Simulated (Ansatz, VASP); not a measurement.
**SiNi2: VASP beside Ansatz**

```xyz
6
Lattice="3.8685 0.0000 0.0000 -1.9342 3.3502 0.0000 0.0000 0.0000 4.9170" Properties=species:S:1:pos:R:3 pbc="T T T"
Si    0.0000    2.2335    3.6877
Si    1.9342    1.1167    1.2292
Ni    0.0000    0.0000    0.0000
Ni    0.0000    0.0000    2.4585
Ni    0.0000    2.2335    1.2292
Ni    1.9342    1.1167    3.6877
```

Alike in both runs: functional PBEsol; k mesh 12 × 12 × 8; occupations gaussian, width 0.1 eV; no spin polarisation.

Ansatz relaxed the structure, and its values are those at the end. VASP's run is a single point on that final structure, the one shown.

|  | VASP | Ansatz |
| --- | --- | --- |
| version | VASP 6.6.1 | Ansatz 0.2.0 |
| potentials or method | VASP PAW PBE potentials, release 64 (Si, Ni), cutoff 520 eV | scalar-relativistic, plane waves, PAW |
| valence electrons in the cell | 48 | 80 |

```csv
,VASP,Ansatz,Ansatz less VASP
gap on the k mesh at the Fermi level (eV),none,none,-
pressure (GPa),0.3,0.0,-0.31
```

VASP's potentials were made for PBE, not for PBEsol. A gap of «none» marks a metal or a gap that the smearing closes. VASP's potentials hold 48 valence electrons a cell and Ansatz's 80, so a difference there can come from the potentials and not from the codes.
